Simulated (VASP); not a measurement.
Write the native input for VASP 6.6.1 that does the following.

```
Task                   : single point
Functional             : r2SCAN
Potentials or basis    : VASP PAW PBE potentials, release 64 (Cu, O)
Cutoff                 : 520 eV
k mesh                 : 9 × 9 × 5
Occupations            : fermi-dirac, width 0.05 eV
Spin                   : no spin polarisation
Dipole correction      : no
Further INCAR settings : ALGO = Normal; EDIFF = 1e-06; NBANDS = 25
```

Crystal: CuO.

```
Cu O
1.0
     1.96406   -2.12444    0.00000
     1.96406    2.12444    0.00000
     0.00000    0.00000    5.08624
Cu O
2 2
Direct
  0.50000 0.00000 0.00000
  0.00000 0.50000 0.50000
  0.50000 0.50000 0.25000
  0.50000 0.50000 0.75000
```

The input as run:

POSCAR

```
CuO
1.0
    1.9640597285     -2.1244444051      0.0000000000
    1.9640597285      2.1244444051      0.0000000000
    0.0000000000      0.0000000000      5.0862447552
Cu O
2 2
Direct
    0.5000000000      0.0000000000      0.0000000000
    0.0000000000      0.5000000000      0.5000000000
    0.5000000000      0.5000000000      0.2500000000
    0.5000000000      0.5000000000      0.7500000000
```

INCAR.step1

```
ALGO = Normal
EDIFF = 1E-4
ENCUT = 520
GGA = PE
ISMEAR = -1
LASPH = True
LCHARG = False
LREAL = False
LWAVE = True
NBANDS = 25
NELM = 100
PREC = Accurate
SIGMA = 0.05
```

INCAR.step2

```
ALGO = Normal
EDIFF = 1E-6
ENCUT = 520
ISIF = 2
ISMEAR = -1
ISTART = 1
LASPH = True
LCHARG = True
LELF = True
LMIXTAU = True
LREAL = False
LVHAR = True
LWAVE = False
METAGGA = R2SCAN
NBANDS = 25
NELM = 100
PREC = Accurate
SIGMA = 0.05
```

KPOINTS

```
k-points
0
Gamma
  9 9 5
```

Potentials or basis: VASP PAW PBE potentials, release 64 (Cu, O).

Launch:

```bash
$ cat potpaw_PBE.64/Cu/POTCAR potpaw_PBE.64/O/POTCAR > POTCAR
$ cp INCAR.step1 INCAR
$ mpirun -np 1 vasp_std > vasp.out
$ cp INCAR.step2 INCAR
$ mpirun -np 1 vasp_std > vasp.out
```

It gave:

```
Pressure               : 3.0 GPa
Band gap on the k mesh : zero (bands 17 and 18 overlap by 0.89 eV)
```

Caveat: the cell stands under pressure; the PAW data sets were made with another functional, which shifts forces and pressure a little; semilocal functionals often make such compounds metallic where correlation or magnetic order opens a gap, which also shifts bond lengths.

It took 96 s on 1 thread of Intel(R) Xeon(R) 6975P-C (Granite Rapids), on a shared host, peak memory 0.21 GiB.
